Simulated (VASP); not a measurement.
# K (Pm-3m) in VASP: settings compared

K is run at these levels: r2SCAN, PBEsol+D3(BJ); tasks: single point.

All numbers are computed with VASP 6.6.1; they aren't measurements. Logs are shortened: lines on timing, memory, paths and dates and some standing lists are left out, and cuts for length are marked.

**1. The cell of the first run**

It takes space group Pm-3m (No. 221, cubic). The conventional cell has a = 4.310 Å, b = 4.310 Å, c = 4.310 Å, α = 90.00°, β = 90.00°, γ = 90.00°. K (site symmetry m-3m) has 6 K at 4.31 Å within 5.7 Å.

This isn't the form of K at room conditions, which is bcc.

**2. Single point, r2SCAN**

The input, POSCAR:

```
K
1.0
    4.3104394900      0.0000000000      0.0000000000
    0.0000000000      4.3104394900      0.0000000000
    0.0000000000      0.0000000000      4.3104394900
K
1
Direct
    0.0000000000      0.0000000000      0.0000000000
```

The input, INCAR.step1:

```
PREC = Accurate
ENCUT = 520
ISMEAR = 0
SIGMA = 0.1
LREAL = F
LASPH = T
NELM = 100
NBANDS = 10
GGA = PE
ALGO = Normal
EDIFF = 1E-4
LWAVE = T
LCHARG = F
```

The input, INCAR.step2:

```
PREC = Accurate
ENCUT = 520
EDIFF = 1E-7
ISMEAR = 0
SIGMA = 0.1
LREAL = F
LASPH = T
NELM = 100
ALGO = Normal
ISIF = 2
LWAVE = F
LCHARG = F
METAGGA = R2SCAN
LMIXTAU = T
NBANDS = 10
ISTART = 1
```

The input, KPOINTS:

```
Automatic mesh
0
Gamma
  10 10 10
```

Potentials or basis: VASP PAW PBE potentials, release 64 (K_sv).

On the command line:

```bash
$ cat potpaw_PBE.64/K_sv/POTCAR > POTCAR
$ cp INCAR.step1 INCAR
$ mpirun -np 1 vasp_std > vasp.out
$ cp INCAR.step2 INCAR
$ mpirun -np 1 vasp_std > vasp.out
```

OUTCAR:

```text
PREC = Accurate
   ENCUT = 520
   EDIFF = 1E-7
   ISMEAR = 0
   LREAL = F
   LASPH = T
   NELM = 100
   ISIF = 2
   METAGGA = R2SCAN
   ISTART = 1

 ion  position               nearest neighbor table
   1  0.000  0.000  0.000-

  LATTYP: Found a simple cubic cell.
 ALAT       =     4.3104394900

  Lattice vectors:

 A1 = (   4.3104394900,   0.0000000000,   0.0000000000)
 A2 = (   0.0000000000,   4.3104394900,   0.0000000000)
 A3 = (   0.0000000000,   0.0000000000,   4.3104394900)

Analysis of symmetry for initial positions (statically):
=====================================================================
 Subroutine PRICEL returns:
 Original cell was already a primitive cell.

 Routine SETGRP: Setting up the symmetry group for a
 simple cubic supercell.

 Subroutine GETGRP returns: Found 48 space group operations
 (whereof 48 operations were pure point group operations)
 out of a pool of 48 trial point group operations.

The static configuration has the point symmetry O_h .

Analysis of symmetry for dynamics (positions and initial velocities):
=====================================================================
 Subroutine PRICEL returns:
 Original cell was already a primitive cell.

 Routine SETGRP: Setting up the symmetry group for a
 simple cubic supercell.

 Subroutine GETGRP returns: Found 48 space group operations
 (whereof 48 operations were pure point group operations)
 out of a pool of 48 trial point group operations.

The dynamic configuration has the point symmetry O_h .

 Subroutine INISYM returns: Found 48 space group operations
 (whereof 48 operations are pure point group operations),
 and found     1 'primitive' translations

----------------------------------------------------------------------------------------

                                     Primitive cell

  volume of cell :      80.0875

  direct lattice vectors                    reciprocal lattice vectors
     4.310439490  0.000000000  0.000000000     0.231994905  0.000000000  0.000000000
     0.000000000  4.310439490  0.000000000     0.000000000  0.231994905  0.000000000
     0.000000000  0.000000000  4.310439490     0.000000000  0.000000000  0.231994905

  length of vectors
     4.310439490  4.310439490  4.310439490     0.231994905  0.231994905  0.231994905

  position of ions in fractional coordinates (direct lattice)
     0.000000000  0.000000000  0.000000000

  ion indices of the primitive-cell ions
   primitive index   ion index
                 1           1

----------------------------------------------------------------------------------------

 KPOINTS: Automatic mesh

Automatic generation of k-mesh.
 Grid dimensions read from file:
 generate k-points for:   10   10   10

 Generating k-lattice:

  Cartesian coordinates                     Fractional coordinates (reciprocal lattice)
     0.023199491  0.000000000  0.000000000     0.100000000  0.000000000  0.000000000
     0.000000000  0.023199491  0.000000000     0.000000000  0.100000000  0.000000000
     0.000000000  0.000000000  0.023199491     0.000000000  0.000000000  0.100000000

  Length of vectors
     0.023199491  0.023199491  0.023199491

  Shift w.r.t. Gamma in fractional coordinates (k-lattice)
     0.000000000  0.000000000  0.000000000

 Subroutine IBZKPT returns following result:
 ===========================================

 Found     56 irreducible k-points:

 Following reciprocal coordinates:
            Coordinates               Weight
  0.000000  0.000000  0.000000      1.000000
  0.100000  0.000000  0.000000      6.000000
  0.200000  0.000000  0.000000      6.000000
  0.300000  0.000000  0.000000      6.000000
  0.400000  0.000000  0.000000      6.000000
  0.500000  0.000000  0.000000      3.000000
[... 16 lines left out ...]
  0.200000  0.100000  0.100000     24.000000
  0.300000  0.100000  0.100000     24.000000
 [... further k-points ...]
   k-points           NKPTS =     56   k-points in BZ     NKDIM =     56   number of bands    NBANDS=     10
   number of dos      NEDOS =    301   number of ions     NIONS =      1
   total plane-waves  NPLWV =  32768
   dimension x,y,z NGX =    32 NGY =   32 NGZ =   32
   dimension x,y,z NGXF=    64 NGYF=   64 NGZF=   64
   ions per type =               1
   NGX,Y,Z   is equivalent  to a cutoff of  12.34, 12.34, 12.34 a.u.
   NGXF,Y,Z  is equivalent  to a cutoff of  24.68, 24.68, 24.68 a.u.
 SYSTEM =  unknown system
   PREC   = accura    normal or accurate (medium, high low for compatibility)
   ISTART =      1    job   : 0-new  1-cont  2-samecut
   ICHARG =      0    charge: 1-file 2-atom 10-const
   ISPIN  =      1    spin polarized calculation?
   LNONCOLLINEAR =      F non collinear calculations
   LSORBIT =      F    spin-orbit coupling
   LASPH  =      T    aspherical Exc in radial PAW
   ENCUT  =  520.0 eV  38.22 Ry    6.18 a.u.   8.01  8.01  8.01*2*pi/ulx,y,z
   NELM   =    100;   NELMIN=  2; NELMDL=  0     # of ELM steps
   EDIFF  = 0.1E-06   stopping-criterion for ELM
   LREAL  =      F    real-space projection
   EDIFFG = 0.1E-05   stopping-criterion for IOM
   NSW    =      0    number of steps for IOM
   IBRION =     -1    ionic relax: 0-MD 1-quasi-New 2-CG
   NFREE  =      0    steps in history (QN), initial steepest desc. (CG)
   ISIF   =      2    stress and relaxation
   ISYM   =      2    0-nonsym 1-usesym 2-fastsym
   POTIM  = 0.5000    time-step for ionic-motion
   TEBEG  =    0.0;   TEEND  =   0.0 temperature during run
   PSTRESS=    0.0 pullay stress
   NELECT =       9.0000    total number of electrons
   NUPDOWN=      -1.0000    fix difference up-down
   EMIN   =  10.00;   EMAX   =-10.00  energy-range for DOS
   EFERMI =   0.00;   METHOD = LEGACY
   ISMEAR =     0;   SIGMA  =   0.10  broadening in eV -4-tet -1-fermi 0-gaus
   EFERMI_NEDOS =   21; number of points for ismear=-14 and -15
   IALGO  =     38    algorithm
   IMIX   =      4    mixing-type and parameters
     AMIX     =   0.40;   BMIX     =  1.00
     AMIX_MAG =   1.60;   BMIX_MAG =  1.00
  volume/ion in A,a.u.               =      80.09       540.46
  Fermi-wavevector in a.u.,A,eV,Ry     =   0.790013  1.492908  8.491671  0.624120
  Thomas-Fermi vector in A             =   1.895269
   LORBIT       =      0    0 simple, 1 ext, 2 COOP (PROOUT), +10 PAW based schemes
   METAGGA = R2SCAN    functional components
   LHFCALC =     F    Hartree Fock is set to
   AEXX    =    0.0000 exact exchange contribution
   IVDW    =     0    specifies the selected vdW correction
   LEPSILON=     F    determine dielectric tensor
   LRPA    =     F    only Hartree local field effects (RPA)
 non-spin polarized calculation
 Gauss-broadening in eV      SIGMA  =   0.10
  energy-cutoff  :      520.00
  volume of cell :       80.09
 maximum number of plane-waves:      2192
   NGX = 17   NGY = 17   NGZ = 17

 number of electron       9.0000003 magnetization

 Free energy of the ion-electron system (eV)
  ---------------------------------------------------
  ext. energy  EPLUGINS =         0.00000000
  ---------------------------------------------------
  free energy    TOTEN  =        -5.90525680 eV

  energy without entropy =       -5.90097248  energy(sigma->0) =       -5.90311464

 E-fermi :  -0.1611     XC(G=0):  -5.6825

 val. band max:       -0.2245114306   @ k =   0.4000   0.2000   0.2000
 cond. band min:      -0.1508923328   @ k =   0.4000   0.3000   0.0000
 fundamental gap:      0.0736190979
 Fermi energy:        -0.1610989954

 k-point     1 :       0.0000    0.0000    0.0000
  band No.  band energies     occupation
      1     -34.1301      2.00000
      2     -16.7943      2.00000
      3     -16.7943      2.00000
      4     -16.7943      2.00000
      5      -2.3902      2.00000
      6       3.0014      0.00000
      7       3.0014      0.00000
      8       6.4415      0.00000
      9       6.4415      0.00000
     10       6.4415      0.00000

 k-point     2 :       0.1000    0.0000    0.0000
  band No.  band energies     occupation
      1     -34.1297      2.00000
      2     -16.8022      2.00000
      3     -16.7936      2.00000
      4     -16.7936      2.00000
      5      -2.2917      2.00000
      6       2.8842      0.00000
      7       3.0531      0.00000
      8       5.9875      0.00000
      9       5.9875      0.00000
     10       6.2763      0.00000

 k-point     3 :       0.2000    0.0000    0.0000
  band No.  band energies     occupation
      1     -34.1287      2.00000
      2     -16.8227      2.00000
      3     -16.7919      2.00000
      4     -16.7919      2.00000
      5      -2.0005      2.00000
      6       2.4391      0.00000
      7       3.1983      0.00000
      8       5.5239      0.00000
      9       5.5239      0.00000
     10       5.9523      0.00000

 k-point     4 :       0.3000    0.0000    0.0000
  band No.  band energies     occupation
      1     -34.1274      2.00000
      2     -16.8479      2.00000
      3     -16.7897      2.00000
      4     -16.7897      2.00000
      5      -1.5285      2.00000
      6       1.6618      0.00000
      7       3.4033      0.00000
      8       5.1683      0.00000
      9       5.1683      0.00000
     10       6.1442      0.00000
[... 222 lines left out ...]
 k-point    22 :       0.1000    0.1000    0.1000
  band No.  band energies     occupation
      1     -34.1289      2.00000
      2     -16.8016      2.00000
      3     -16.8004      2.00000
      4     -16.8004      2.00000
      5      -2.0967      2.00000
      6       2.9331      0.00000
      7       2.9331      0.00000
      8       5.1689      0.00000
      9       5.8898      0.00000
     10       5.8898      0.00000

 k-point    23 :       0.2000    0.1000    0.1000
  band No.  band energies     occupation
      1     -34.1279      2.00000
      2     -16.8211      2.00000
      3     -16.7992      2.00000
      4     -16.7985      2.00000
      5      -1.8096      2.00000
      6       2.5582      0.00000
      7       3.0842      0.00000
      8       4.8151      0.00000
      9       5.3733      0.00000
     10       5.9715      0.00000

 k-point    24 :       0.3000    0.1000    0.1000
  band No.  band energies     occupation
      1     -34.1267      2.00000
      2     -16.8461      2.00000
      3     -16.7970      2.00000
      4     -16.7963      2.00000
      5      -1.3445      2.00000
      6       1.8075      0.00000
      7       3.3129      0.00000
      8       4.7709      0.00000
      9       4.9236      0.00000
     10       6.0688      0.00000

 [... further k-points ...]

------------------------ aborting loop because EDIFF is reached ----------------------------------------

  FORCE on cell =-STRESS in cart. coord.  units (eV):
  Direction    XX          YY          ZZ          XY          YZ          ZX
  --------------------------------------------------------------------------------------
  -------------------------------------------------------------------------------------
  Total       -0.0165215     -0.0165215     -0.0165215      0.0000000      0.0000000      0.0000000
  in kB       -0.3305173     -0.3305173     -0.3305173      0.0000000      0.0000000      0.0000000
  external PRESSURE =      -0.3305173 kB  Pullay stress =       0.0000000 kB

 VOLUME and BASIS-vectors are now :
 -----------------------------------------------------------------------------
  energy-cutoff  :      520.00
  volume of cell :       80.09
      direct lattice vectors                 reciprocal lattice vectors
     4.310439490  0.000000000  0.000000000     0.231994905  0.000000000  0.000000000
     0.000000000  4.310439490  0.000000000     0.000000000  0.231994905  0.000000000
     0.000000000  0.000000000  4.310439490     0.000000000  0.000000000  0.231994905

 POSITION                                       TOTAL-FORCE (eV/Angst)
 -----------------------------------------------------------------------------------
      0.00000      0.00000      0.00000         0.000000      0.000000      0.000000
 -----------------------------------------------------------------------------------
    total drift:                               -0.000000     -0.000000      0.000000

  FREE ENERGIE OF THE ION-ELECTRON SYSTEM (eV)
  ---------------------------------------------------
  free  energy   TOTEN  =        -5.9052567998 eV

  energy  without entropy=       -5.9009724793  energy(sigma->0) =       -5.90311464
```

Run time: 44 s. Hardware: 1 thread of Intel Xeon 6975P-C (Granite Rapids), shared host; peak memory 0.2 GiB.

Results:

| Property | Result |
| --- | --- |
| Free energy | -5.9053 eV |
| Pressure | 0.0 GPa |
| Band gap on the k mesh | zero (an odd number of electrons rules out a gap without spin polarisation) |

Caveat: the PAW data sets were made with another functional, which shifts forces and pressure a little.

(Continued in part 2 of 2.)
